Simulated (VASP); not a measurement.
A run of VASP 6.6.1 is set up as follows.

The input POSCAR:

```
Rb2ClF
1.0
    2.1688159468      1.2521664707      7.2040147998
   -2.1688159468      1.2521664707      7.2040147998
    0.0000000000     -2.5043329414      7.2040147998
F Cl Rb
1 1 2
Direct
    1.0000000000      0.0000000000      0.0000000000
    0.5000000000      0.5000000000      0.5000000000
    0.2633912846      0.2633912846      0.2633912846
    0.7366087154      0.7366087154      0.7366087154
```

INCAR.step1

```
ALGO = Normal
EDIFF = 1E-4
ENCUT = 520
GGA = PE
ISMEAR = 0
LASPH = True
LCHARG = False
LREAL = False
LWAVE = True
NBANDS = 24
NELM = 80
PREC = Accurate
SIGMA = 0.01
```

File INCAR.step2:

```
ALGO = Normal
EDIFF = 1E-6
ENCUT = 520
ISIF = 2
ISMEAR = 0
ISTART = 1
LASPH = True
LCHARG = False
LMIXTAU = True
LREAL = False
LWAVE = False
METAGGA = R2SCAN
NBANDS = 24
NELM = 80
PREC = Accurate
SIGMA = 0.01
```

KPOINTS

```
k-points
0
Gamma
  6 6 6
```

Potentials or basis: VASP PAW PBE potentials, release 64 (F, Cl, Rb_sv).

Run with:

```sh
$ cat potpaw_PBE.64/F/POTCAR potpaw_PBE.64/Cl/POTCAR potpaw_PBE.64/Rb_sv/POTCAR > POTCAR
$ cp INCAR.step1 INCAR
$ mpirun -np 1 vasp_std > vasp.out
$ cp INCAR.step2 INCAR
$ mpirun -np 1 vasp_std > vasp.out
```

(1) What does it give for the pressure?

(2) What does it give for the largest force?

Answers

(1) -0.6 GPa.

(2) 0.032 eV/Å.

Caveat: the PAW data sets were made with another functional, which shifts forces and pressure a little.
